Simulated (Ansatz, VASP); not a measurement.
## GeSb4Te7: VASP beside Ansatz

```
Te Sb Ge
1.0
     4.23133    0.00000    0.00000
    -2.11566    3.66444    0.00000
     0.00000    0.00000   24.30479
Te Sb Ge
7 4 1
Direct
  0.00000 0.00000 0.28102
  0.00000 0.00000 0.00000
  0.33333 0.66667 0.56861
  0.66667 0.33333 0.43139
  0.00000 0.00000 0.71898
  0.66667 0.33333 0.15027
  0.33333 0.66667 0.84973
  0.66667 0.33333 0.65025
  0.33333 0.66667 0.08110
  0.33333 0.66667 0.34975
  0.66667 0.33333 0.91890
  0.00000 0.00000 0.50000
```

Alike in both runs: task single point; functional PBEsol; k mesh 7 × 7 × 2; occupations fermi-dirac, width 0.05 eV; no spin polarisation.

```csv
,VASP,Ansatz
version,VASP 6.6.1,Ansatz 0.2.0
potentials or method,"VASP PAW PBE potentials, release 64 (Te, Sb, Ge_d)",Ansatz PAW
plane-wave cutoff (eV),520,420
valence electrons in the cell,76,186
```

```tsv
	VASP	Ansatz	Ansatz less VASP
gap on the k mesh at the Fermi level (eV)	0.34	0.35	+0.006
least direct gap on the mesh (eV)	0.34	0.35	+0.006
pressure (GPa)	0.5	0.4	-0.10
rms of the force components (eV/Å)	0.130	0.112	-0.0173
```

VASP's potentials were made for PBE, not for PBEsol. Atom by atom the forces differ by 0.018 eV/Å (rms over components). With one functional, cell and mesh, what is left measures potentials, basis and numerics. VASP's potentials hold 76 valence electrons a cell and Ansatz's 186, so a difference there can come from the potentials and not from the codes.

Spin-orbit coupling is off throughout. Noted on Ansatz's run: odd divisions of the mesh miss points on the zone boundary, where band edges often lie, so the gap on the mesh can be too wide.
